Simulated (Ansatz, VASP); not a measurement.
Cs: VASP beside Ansatz

INCAR

```
SYSTEM = Cs
ALGO = Normal
EDIFF = 1E-6
ENCUT = 500
GGA = CA
GGA_COMPAT = .False.
ISIF = 2
ISMEAR = -1
LASPH = .True.
LCHARG = .True.
LELF = .True.
LREAL = .False.
LVHAR = .True.
LWAVE = .False.
NBANDS = 10
NELM = 120
PREC = Accurate
SIGMA = 0.05
```

KPOINTS

```
k-points
0
Gamma
  6 6 6
  0 0 0
```

POSCAR

```
Cs
1.0
   -3.0861833234      3.0861833234      3.0861833234
    3.0861833234     -3.0861833234      3.0861833234
    3.0861833234      3.0861833234     -3.0861833234
Cs
1
Direct
    0.0000000000      0.0000000000      0.0000000000
```

File input.yaml:

```yaml
crystal:
  lattice:
    - [-3.0861833234, 3.0861833234, 3.0861833234]
    - [3.0861833234, -3.0861833234, 3.0861833234]
    - [3.0861833234, 3.0861833234, -3.0861833234]
  atoms:
    - { symbol: Cs, position: [0.0, 0.0, 0.0] }
hamiltonian:
  xc: lda
  pseudopotentials: { kind: paw }
kpoints:
  mp_grid: { grid: [6, 6, 6] }
scf:
  occupations: { method: fermi_dirac, width: 0.05 }
output:
  forces: true
  stress: true
  eigenvalues: true
```

Alike in both runs: task single point; functional LDA; k mesh 6 × 6 × 6; occupations fermi-dirac, width 0.05 eV; no spin polarisation.

```csv
,VASP,Ansatz
version,VASP 6.6.1,Ansatz 0.2.0
potentials or method,"VASP PAW LDA potentials, release 64 (Cs_sv)",Ansatz PAW
plane-wave cutoff (eV),500,420
valence electrons in the cell,9,9
```

```tsv
	VASP	Ansatz	Ansatz less VASP
gap on the k mesh at the Fermi level (eV)	none	none	-
pressure (GPa)	-0.4	-0.4	+0.02
```

LDA's correlation is that of Perdew and Zunger in VASP and of Perdew and Wang (1992) in Ansatz. A gap of «none» marks a metal or a gap that the smearing closes.

Neither program's run includes spin-orbit coupling.
